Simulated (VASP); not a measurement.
Input of a VASP 6.6.1 run:

Contents of INCAR:

```
SYSTEM = EuHg2
PREC = Accurate
ENCUT = 520
EDIFF = 1E-6
ISMEAR = -1
SIGMA = 0.1
LREAL = .False.
LASPH = .True.
NELM = 150
ALGO = Normal
ISIF = 2
LWAVE = .False.
LCHARG = .False.
ISPIN = 2
MAGMOM = 7 0 0
LORBIT = 11
LMAXMIX = 6
GGA = CA
NBANDS = 32
```

Contents of KPOINTS:

```
Automatic mesh
0
Gamma
  6 6 6
  0 0 0
```

Contents of POSCAR:

```
EuHg2
1.0
    4.9700000000      0.0000000000      0.0000000000
   -2.4850000000      4.3041462568      0.0000000000
    0.0000000000      0.0000000000      3.7050000000
Eu Hg
1 2
Direct
    0.0000000000      0.0000000000      0.0000000000
    0.3333333333      0.6666666667      0.5000000000
    0.6666666667      0.3333333333      0.5000000000
```

Potentials or basis: VASP PAW PBE potentials, release 64 (Eu, Hg).

The run is started by

```console
$ cat potpaw_PBE.64/Eu/POTCAR potpaw_PBE.64/Hg/POTCAR > POTCAR
$ mpirun -np 1 vasp_std > vasp.out
```

(1) Estimate the pressure.

(2) Estimate the site moments.

## Answers

(1) -4.0 GPa.

(2) Eu +6.57; Hg -0.00 μB.

Caveat: the cell stands under tension; the PAW data sets were made with another functional, which shifts forces and pressure a little.
